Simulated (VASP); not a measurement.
A run of VASP 6.6.1 is set up as follows.

Contents of INCAR:

```
SYSTEM = IrO2
PREC     = Accurate       ! precision mode
ENCUT    = 600            ! plane-wave cutoff, eV
EDIFF    = 1E-6           ! SCF threshold, eV
ISMEAR   = 0              ! smearing method
SIGMA    = 0.1            ! smearing width, eV
LREAL    = .FALSE.        ! projectors in reciprocal space
LASPH    = .TRUE.         ! aspherical terms in the spheres
NELM     = 120            ! most SCF steps
ALGO     = Normal         ! electronic algorithm
ISIF     = 2              ! what is computed and relaxed
LWAVE    = .FALSE.        ! write WAVECAR
LCHARG   = .TRUE.         ! write CHGCAR
GGA      = PE             ! functional
LELF     = .TRUE.         ! ELF
LVHAR    = .TRUE.       
NBANDS   = 30             ! bands
GGA_COMPAT= .FALSE.
```

File KPOINTS:

```
Automatic mesh
0
G
  8 8 12
  0 0 0
```

POSCAR

```
IrO2
1.0
    4.5288407560      0.0000000000      0.0000000000
    0.0000000000      4.5288407560      0.0000000000
    0.0000000000      0.0000000000      3.1798236571
Ir O
2 4
Direct
    0.0000000000      0.0000000000      0.0000000000
    0.5000000000      0.5000000000      0.5000000000
    0.3084160665      0.3084160665      0.0000000000
    0.1915839335      0.8084160665      0.5000000000
    0.6915839335      0.6915839335      0.0000000000
    0.8084160665      0.1915839335      0.5000000000
```

Potentials or basis: VASP PAW PBE potentials, release 64 (Ir, O).

The run is started by

```bash
$ cat potpaw_PBE.64/Ir/POTCAR potpaw_PBE.64/O/POTCAR > POTCAR
$ mpirun -np 1 vasp_std > vasp.out
```

Problem. What does it give for the pressure?

Solution. 2.1 GPa.

Problem. What does it give for the largest force?

Solution. 0.005 eV/Å.

Problem. Predict the band gap on the k mesh.

Solution. Zero (bands 21 and 22 overlap by 1.30 eV).

Forces in eV/Å, atoms in the order of the input:
```
Ir   0.000  0.000  0.000
Ir   0.000  0.000  0.000
O   -0.003 -0.003  0.000
O    0.003 -0.003  0.000
O    0.003  0.003  0.000
O   -0.003  0.003  0.000
```

Caveat: spin-orbit coupling is left out, which moves the levels of the heavy elements.
